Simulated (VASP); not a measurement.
# AlCl5 (P4mm) in VASP: single point with PBE

Aim: the single point of AlCl5 with PBE.

All numbers are computed with VASP 6.6.1; they aren't measurements. Logs are shortened: lines on timing, memory, paths and dates and some standing lists are left out, and cuts for length are marked.

## 1. The cell of the first run

The structure is tetragonal, space group P4mm (No. 99). Conventional cell: a = 6.172 Å, b = 6.172 Å, c = 4.744 Å, α = 90.00°, β = 90.00°, γ = 90.00°. Al (site symmetry 4mm) has 4 Cl at 1.89 Å within 2.5 Å. Within 2.5 Å of Cl (site symmetry m) lie 1 Al at 1.89 Å and 1 Cl at 2.46 Å. Cl (site symmetry 4mm) has 18 Cl at 3.65 to 4.74 Å and 4 Al at 4.51 Å within 4.8 Å.

## 2. Single point, PBE

The input, INCAR:

```
PREC = Accurate
ENCUT = 520
EDIFF = 1E-6
ISMEAR = 0
SIGMA = 0.1
LREAL = F
LASPH = T
NELM = 60
ALGO = Normal
ISIF = 2
LWAVE = F
LCHARG = F
GGA = PE
NBANDS = 28
```

The input, KPOINTS:

```
regular mesh
0
Gamma
  4 4 4
```

The input, POSCAR:

```
AlCl5
1.0
    6.1715444600      0.0000000000      0.0000000000
    0.0000000000      6.1715444600      0.0000000000
    0.0000000000      0.0000000000      4.7435777200
Al Cl
1 5
Direct
    0.0000000000      0.0000000000      0.8650369300
    0.3008181700      0.0000000000      0.7858675200
    0.6991818300      0.0000000000      0.7858675200
    0.0000000000      0.3008181700      0.7858675200
    0.0000000000      0.6991818300      0.7858675200
    0.5000000000      0.5000000000      0.1026949900
```

Potentials or basis: VASP PAW PBE potentials, release 64 (Al, Cl).

Started as:

```console
cat potpaw_PBE.64/Al/POTCAR potpaw_PBE.64/Cl/POTCAR > POTCAR
mpirun -np 1 vasp_std > vasp.out
```

OUTCAR:

```text
PREC = Accurate
   ENCUT = 520
   EDIFF = 1E-6
   ISMEAR = 0
   LREAL = F
   LASPH = T
   NELM = 60
   ISIF = 2
   GGA = PE

 ion  position               nearest neighbor table
   1  0.000  0.000  0.865-   2 1.89   3 1.89   4 1.89   5 1.89
   2  0.301  0.000  0.786-   1 1.89   3 2.46   4 2.63   5 2.63
   3  0.699  0.000  0.786-   1 1.89   2 2.46   4 2.63   5 2.63
   4  0.000  0.301  0.786-   1 1.89   5 2.46   3 2.63   2 2.63
   5  0.000  0.699  0.786-   1 1.89   4 2.46   3 2.63   2 2.63
   6  0.500  0.500  0.103-

  LATTYP: Found a simple tetragonal cell.
 ALAT       =     6.1715444600
 C/A-ratio  =     0.7686208454

  Lattice vectors:

 A1 = (   6.1715444600,   0.0000000000,   0.0000000000)
 A2 = (   0.0000000000,   6.1715444600,   0.0000000000)
 A3 = (   0.0000000000,   0.0000000000,   4.7435777200)

Analysis of symmetry for initial positions (statically):
=====================================================================
 Subroutine PRICEL returns:
 Original cell was already a primitive cell.

 Routine SETGRP: Setting up the symmetry group for a
 simple tetragonal supercell.

 Subroutine GETGRP returns: Found  8 space group operations
 (whereof  8 operations were pure point group operations)
 out of a pool of 16 trial point group operations.

The static configuration has the point symmetry C_4v.

Analysis of symmetry for dynamics (positions and initial velocities):
=====================================================================
 Subroutine PRICEL returns:
 Original cell was already a primitive cell.

 Routine SETGRP: Setting up the symmetry group for a
 simple tetragonal supercell.

 Subroutine GETGRP returns: Found  8 space group operations
 (whereof  8 operations were pure point group operations)
 out of a pool of 16 trial point group operations.

The dynamic configuration has the point symmetry C_4v.

 Subroutine INISYM returns: Found  8 space group operations
 (whereof  8 operations are pure point group operations),
 and found     1 'primitive' translations

----------------------------------------------------------------------------------------

                                     Primitive cell

  volume of cell :     180.6732

  direct lattice vectors                    reciprocal lattice vectors
     6.171544460  0.000000000  0.000000000     0.162033994  0.000000000  0.000000000
     0.000000000  6.171544460  0.000000000     0.000000000  0.162033994  0.000000000
     0.000000000  0.000000000  4.743577720     0.000000000  0.000000000  0.210811345

  length of vectors
     6.171544460  6.171544460  4.743577720     0.162033994  0.162033994  0.210811345

  position of ions in fractional coordinates (direct lattice)
     0.000000000  0.000000000  0.865036930
     0.300818170  0.000000000  0.785867520
     0.699181830  0.000000000  0.785867520
     0.000000000  0.300818170  0.785867520
     0.000000000  0.699181830  0.785867520
     0.500000000  0.500000000  0.102694990

  ion indices of the primitive-cell ions
   primitive index   ion index
                 1           1
                 2           2
                 3           3
                 4           4
                 5           5
                 6           6

----------------------------------------------------------------------------------------

 KPOINTS: regular mesh

Automatic generation of k-mesh.
 Grid dimensions read from file:
 generate k-points for:    4    4    4

 Generating k-lattice:

  Cartesian coordinates                     Fractional coordinates (reciprocal lattice)
     0.040508499  0.000000000  0.000000000     0.250000000  0.000000000  0.000000000
     0.000000000  0.040508499  0.000000000     0.000000000  0.250000000  0.000000000
     0.000000000  0.000000000  0.052702836     0.000000000  0.000000000  0.250000000

  Length of vectors
     0.040508499  0.040508499  0.052702836

  Shift w.r.t. Gamma in fractional coordinates (k-lattice)
     0.000000000  0.000000000  0.000000000

 Subroutine IBZKPT returns following result:
 ===========================================

 Found     18 irreducible k-points:

 Following reciprocal coordinates:
            Coordinates               Weight
  0.000000  0.000000  0.000000      1.000000
  0.250000  0.000000  0.000000      4.000000
  0.500000  0.000000  0.000000      2.000000
  0.250000  0.250000  0.000000      4.000000
  0.500000  0.250000  0.000000      4.000000
  0.500000  0.500000  0.000000      1.000000
[... 10 lines left out ...]
  0.500000  0.250000  0.500000      4.000000
  0.500000  0.500000  0.500000      1.000000
   k-points           NKPTS =     18   k-points in BZ     NKDIM =     18   number of bands    NBANDS=     28
   number of dos      NEDOS =    301   number of ions     NIONS =      6
   total plane-waves  NPLWV =  82944
   dimension x,y,z NGX =    48 NGY =   48 NGZ =   36
   dimension x,y,z NGXF=    96 NGYF=   96 NGZF=   72
   ions per type =               1   5
   NGX,Y,Z   is equivalent  to a cutoff of  12.93, 12.93, 12.62 a.u.
   NGXF,Y,Z  is equivalent  to a cutoff of  25.86, 25.86, 25.23 a.u.
 SYSTEM =  unknown system
   PREC   = accura    normal or accurate (medium, high low for compatibility)
   ISTART =      0    job   : 0-new  1-cont  2-samecut
   ICHARG =      2    charge: 1-file 2-atom 10-const
   ISPIN  =      1    spin polarized calculation?
   LNONCOLLINEAR =      F non collinear calculations
   LSORBIT =      F    spin-orbit coupling
   LASPH  =      T    aspherical Exc in radial PAW
   ENCUT  =  520.0 eV  38.22 Ry    6.18 a.u.  11.47 11.47  8.82*2*pi/ulx,y,z
   NELM   =     60;   NELMIN=  2; NELMDL= -5     # of ELM steps
   EDIFF  = 0.1E-05   stopping-criterion for ELM
   LREAL  =      F    real-space projection
   EDIFFG = 0.1E-04   stopping-criterion for IOM
   NSW    =      0    number of steps for IOM
   IBRION =     -1    ionic relax: 0-MD 1-quasi-New 2-CG
   NFREE  =      0    steps in history (QN), initial steepest desc. (CG)
   ISIF   =      2    stress and relaxation
   ISYM   =      2    0-nonsym 1-usesym 2-fastsym
   POTIM  = 0.5000    time-step for ionic-motion
   TEBEG  =    0.0;   TEEND  =   0.0 temperature during run
   PSTRESS=    0.0 pullay stress
   NELECT =      38.0000    total number of electrons
   NUPDOWN=      -1.0000    fix difference up-down
   EMIN   =  10.00;   EMAX   =-10.00  energy-range for DOS
   EFERMI =   0.00;   METHOD = LEGACY
   ISMEAR =     0;   SIGMA  =   0.10  broadening in eV -4-tet -1-fermi 0-gaus
   EFERMI_NEDOS =   21; number of points for ismear=-14 and -15
   IALGO  =     38    algorithm
   IMIX   =      4    mixing-type and parameters
     AMIX     =   0.40;   BMIX     =  1.00
     AMIX_MAG =   1.60;   BMIX_MAG =  1.00
  volume/ion in A,a.u.               =      30.11       203.21
  Fermi-wavevector in a.u.,A,eV,Ry     =   0.973580  1.839799 12.896380  0.947857
  Thomas-Fermi vector in A             =   2.103970
   LORBIT       =      0    0 simple, 1 ext, 2 COOP (PROOUT), +10 PAW based schemes
   GGA     = PE    functional components
   LHFCALC =     F    Hartree Fock is set to
   AEXX    =    0.0000 exact exchange contribution
   IVDW    =     0    specifies the selected vdW correction
   LEPSILON=     F    determine dielectric tensor
   LRPA    =     F    only Hartree local field effects (RPA)
 non-spin polarized calculation
 Gauss-broadening in eV      SIGMA  =   0.10
  energy-cutoff  :      520.00
  volume of cell :      180.67
 maximum number of plane-waves:      4922
 NGX is ok and might be reduce to    48
   NGX = 23   NGY = 23   NGZ = 17

 number of electron      38.0000016 magnetization

 Free energy of the ion-electron system (eV)
  ---------------------------------------------------
  ext. energy  EPLUGINS =         0.00000000
  ---------------------------------------------------
  free energy    TOTEN  =       -10.14466028 eV

  energy without entropy =      -10.06845179  energy(sigma->0) =      -10.10655603

 E-fermi :  -0.4070     XC(G=0):  -7.1277

 val. band max:       -0.4155553804   @ k =   0.0000   0.0000   0.2500
 cond. band min:      -0.4063963348   @ k =   0.5000   0.2500   0.5000
 fundamental gap:      0.0091590457
 Fermi energy:        -0.4069533390

 k-point     1 :       0.0000    0.0000    0.0000
  band No.  band energies     occupation
      1     -17.5190      2.00000
      2     -15.3127      2.00000
      3     -15.3127      2.00000
      4     -15.2380      2.00000
      5     -12.5543      2.00000
      6      -8.2981      2.00000
[... 20 lines left out ...]
     27       8.2410      0.00000
     28       9.8100      0.00000

 k-point     2 :       0.2500    0.0000    0.0000
  band No.  band energies     occupation
      1     -17.4155      2.00000
      2     -15.9082      2.00000
      3     -15.3118      2.00000
      4     -14.7483      2.00000
      5     -12.5534      2.00000
      6      -7.9462      2.00000
[... 20 lines left out ...]
     27       8.7167      0.00000
     28       8.9339      0.00000

 k-point     3 :       0.5000    0.0000    0.0000
  band No.  band energies     occupation
      1     -17.2743      2.00000
      2     -16.2512      2.00000
      3     -15.3109      2.00000
      4     -14.5490      2.00000
      5     -12.5534      2.00000
      6      -7.1478      2.00000
[... 20 lines left out ...]
     27       8.4957      0.00000
     28       8.6847      0.00000

 k-point     4 :       0.2500    0.2500    0.0000
  band No.  band energies     occupation
      1     -17.3017      2.00000
      2     -15.9887      2.00000
      3     -15.7047      2.00000
      4     -14.3688      2.00000
      5     -12.5556      2.00000
      6      -7.6513      2.00000
[... 392 lines left out ...]
     27       8.5257      0.00000
     28       8.5812      0.00000

 k-point    17 :       0.5000    0.2500    0.5000
  band No.  band energies     occupation
      1     -17.1249      2.00000
      2     -16.2381      2.00000
      3     -15.7992      2.00000
      4     -14.1390      2.00000
      5     -12.5440      2.00000
      6      -6.9417      2.00000
[... 20 lines left out ...]
     27       8.3135      0.00000
     28       8.5957      0.00000

 k-point    18 :       0.5000    0.5000    0.5000
  band No.  band energies     occupation
      1     -16.9013      2.00000
      2     -16.2367      2.00000
      3     -16.2367      2.00000
      4     -13.8858      2.00000
      5     -12.5470      2.00000
      6      -6.6644      2.00000
[... 20 lines left out ...]
     27       8.3847      0.00000
     28       8.3847      0.00000

------------------------ aborting loop because EDIFF is reached ----------------------------------------

  FORCE on cell =-STRESS in cart. coord.  units (eV):
  Direction    XX          YY          ZZ          XY          YZ          ZX
  --------------------------------------------------------------------------------------
  -------------------------------------------------------------------------------------
  Total       34.9937838     34.9937838      1.4078294      0.0000000      0.0000000      0.0000000
  in kB      310.3185531    310.3185531     12.4843772      0.0000000      0.0000000      0.0000000
  external PRESSURE =     211.0404945 kB  Pullay stress =       0.0000000 kB

 VOLUME and BASIS-vectors are now :
 -----------------------------------------------------------------------------
  energy-cutoff  :      520.00
  volume of cell :      180.67
      direct lattice vectors                 reciprocal lattice vectors
     6.171544460  0.000000000  0.000000000     0.162033994  0.000000000  0.000000000
     0.000000000  6.171544460  0.000000000     0.000000000  0.162033994  0.000000000
     0.000000000  0.000000000  4.743577720     0.000000000  0.000000000  0.210811345

 POSITION                                       TOTAL-FORCE (eV/Angst)
 -----------------------------------------------------------------------------------
      0.00000      0.00000      4.10337        -0.000000     -0.000000      3.402892
      1.85651      0.00000      3.72782         5.863427     -0.000000     -0.866198
      4.31503      0.00000      3.72782        -5.863427     -0.000000     -0.866198
      0.00000      1.85651      3.72782        -0.000000      5.863427     -0.866198
      0.00000      4.31503      3.72782         0.000000     -5.863427     -0.866198
      3.08577      3.08577      0.48714        -0.000000      0.000000      0.061898
 -----------------------------------------------------------------------------------
    total drift:                               -0.000000      0.000000     -0.000194

  FREE ENERGIE OF THE ION-ELECTRON SYSTEM (eV)
  ---------------------------------------------------
  free  energy   TOTEN  =       -10.1446602791 eV

  energy  without entropy=      -10.0684517865  energy(sigma->0) =      -10.10655603
```

Wall time 1.8 min (1 thread of Intel Xeon 6975P-C, shared host); peak memory 0.28 GiB.

Results:

| Quantity | Value |
| --- | --- |
| Free energy | -10.1447 eV |
| Pressure | 21.1 GPa |
| Largest force | 5.927 eV/Å |
| Band gap on the k mesh | zero (band 19 reaches -0.38 eV, above the bottom of band 20 at -0.46 eV) |

Forces in eV/Å, atoms in the order of the input:
```
Al   0.000  0.000  3.403
Cl   5.863  0.000 -0.866
Cl  -5.863  0.000 -0.866
Cl   0.000  5.863 -0.866
Cl   0.000 -5.863 -0.866
Cl   0.000  0.000  0.062
```

Stress tensor (GPa, compression positive):
```
31.03  0.00  0.00
 0.00 31.03  0.00
 0.00  0.00  1.25
```

Levels at points of the mesh, in eV from the Fermi level:
```tsv
k point	band 17	band 18	band 19	band 20	band 21	band 22
(0.00, 0.00, 0.00)	-0.08	0.03	0.03	0.41	3.14	5.72
(0.50, 0.00, 0.00)	-0.51	-0.31	-0.03	0.01	3.46	6.38
(0.50, 0.50, 0.00)	-0.14	-0.14	-0.06	0.33	3.68	6.84
(0.00, 0.00, 0.50)	-0.35	-0.05	-0.05	0.42	3.61	6.43
(0.50, 0.00, 0.50)	-0.46	-0.22	-0.21	-0.05	4.12	7.49
(0.50, 0.50, 0.50)	-0.29	-0.11	-0.11	0.33	4.55	7.18
```

Caveat: forces of over 1 eV/Å act on the atoms, so gaps and moduli don't describe the material at rest.
